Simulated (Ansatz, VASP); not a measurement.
**Two plane-wave programs on Ru**

```
Ru
1.0
    -1.33829    1.33829    1.87088
     1.33829   -1.33829    1.87088
     1.33829    1.33829   -1.87088
Ru
1
Cartesian
  0.0000 0.0000 0.0000
```

Alike in both runs: task relaxation of cell and atoms; functional PBEsol; k mesh 28 × 28 × 28; occupations gaussian, width 0.1 eV; no spin polarisation.

|  | VASP | Ansatz |
| --- | --- | --- |
| version | VASP 6.6.1 | Ansatz 0.2.0 |
| potentials or method | VASP PAW PBE potentials, release 64 (Ru_pv), cutoff 600 eV | scalar-relativistic, plane waves, PAW |
| valence electrons in the cell | 14 | 16 |

```csv
,VASP,Ansatz,Ansatz less VASP
"gap on the k mesh at the Fermi level, each at its own relaxed structure (eV)",none,none,-
relaxed volume (Å³/atom),13.38,13.38,+0.003
relaxed length of the cell vector where the two differ most in proportion (Å),2.665,2.665,+0.0003
```

VASP's potentials were made for PBE, not for PBEsol. A gap of «none» marks a metal or a gap that the smearing closes. VASP's potentials hold 14 valence electrons a cell and Ansatz's 16, so a difference there can come from the potentials and not from the codes.
